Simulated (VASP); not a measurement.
Here is a VASP 6.6.1 calculation.

Contents of INCAR:

```
PREC = Accurate
ENCUT = 520
EDIFF = 1E-6
ISMEAR = 0
SIGMA = 0.02
LREAL = False
LASPH = True
NELM = 60
ALGO = Normal
ISIF = 2
LWAVE = False
LCHARG = True
LELF = True
LVHAR = True
NBANDS = 12
```

The input KPOINTS:

```
regular mesh
0
Gamma
  14 14 14
```

File POSCAR:

```
As
1.0
    1.8994198613      1.0966305682      3.5488569504
   -1.8994198613      1.0966305682      3.5488569504
    0.0000000000     -2.1932611365      3.5488569504
As
2
Direct
    0.2260000000      0.2260000000      0.2260000000
    0.7740000000      0.7740000000      0.7740000000
```

Potentials or basis: VASP PAW LDA potentials, release 64 (As).

Command:

```console
$ cat potpaw_LDA.64/As/POTCAR > POTCAR
$ mpirun -np 1 vasp_std > vasp.out
```

**Question.** Estimate the pressure.

**Answer.** -3.0 GPa.

**Question.** What does it give for the band gap on the k mesh?

**Answer.** Zero (band 5 reaches 5.18 eV, above the bottom of band 6 at 4.73 eV).

**Question.** Predict the largest force.

**Answer.** 0.128 eV/Å.

Stress tensor (GPa, compression positive):
```
-3.04  0.00  0.00
 0.00 -3.04  0.00
 0.00  0.00 -2.94
```
